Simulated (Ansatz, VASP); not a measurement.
**SiO2: VASP beside Ansatz**

```
CELL_PARAMETERS angstrom
-2.84096 2.84096 5.65552
2.84096 -2.84096 5.65552
2.84096 2.84096 -5.65552
ATOMIC_POSITIONS crystal
Si 0.37500 0.98681 0.11181
Si 0.73681 0.12500 0.11181
Si 0.01319 0.62500 0.88819
Si 0.87500 0.26319 0.88819
O 0.46835 0.96835 0.93671
O 0.28165 0.71835 0.00000
O 0.11648 0.11648 0.00000
O 0.63352 0.13352 0.50000
O 0.88352 0.88352 0.00000
O 0.86648 0.36648 0.50000
O 0.71835 0.28165 0.00000
O 0.03165 0.53165 0.06329
```

Alike in both runs: functional PBE; k mesh 6 × 6 × 6; occupations gaussian, width 0.02 eV; no spin polarisation.

Ansatz relaxed the structure, and its values are those at the end. VASP's run is a single point on that final structure, the one shown.

|  | VASP | Ansatz |
| --- | --- | --- |
| version | VASP 6.6.1 | Ansatz 0.2.0 |
| potentials or method | VASP PAW PBE potentials, release 64 (Si, O), cutoff 520 eV | scalar-relativistic, plane waves, PAW |
| valence electrons in the cell | 64 | 64 |

```tsv
	VASP	Ansatz	Ansatz less VASP
gap on the k mesh at the Fermi level (eV)	4.84	4.84	-0.002
least direct gap on the mesh (eV)	4.84	4.84	-0.002
pressure (GPa)	0.1	0.0	-0.13
rms of the force components (eV/Å)	0.006	0.003	-0.0022
```

With one functional, cell and mesh, what is left measures potentials, basis and numerics.
